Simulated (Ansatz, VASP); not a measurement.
# Ag in VASP and in Ansatz

```xyz
1
Lattice="-1.6082 1.6082 1.6082 1.6082 -1.6082 1.6082 1.6082 1.6082 -1.6082" Properties=species:S:1:pos:R:3 pbc="T T T"
Ag    0.0000    0.0000    0.0000
```

Alike in both runs: task relaxation of cell and atoms; functional PBEsol; k mesh 18 × 18 × 18; occupations fermi-dirac, width 0.08 eV; no spin polarisation.

|  | VASP | Ansatz |
| --- | --- | --- |
| version | VASP 6.6.1 | Ansatz 0.2.0 |
| potentials or method | VASP PAW PBE potentials, release 64 (Ag) | PAW with Ansatz's default frozen-core files, scalar-relativistic |
| plane-wave cutoff (eV) | 600 | 420 |
| valence electrons in the cell | 11 | 19 |

```csv
,VASP,Ansatz,Ansatz less VASP
relaxed volume (Å³/atom),16.74,16.78,+0.038
relaxed cell length with the largest relative difference (Å),2.791,2.793,+0.0021
```

VASP's potentials were made for PBE, not for PBEsol. VASP's potentials hold 11 valence electrons a cell and Ansatz's 19, so a difference there can come from the potentials and not from the codes.
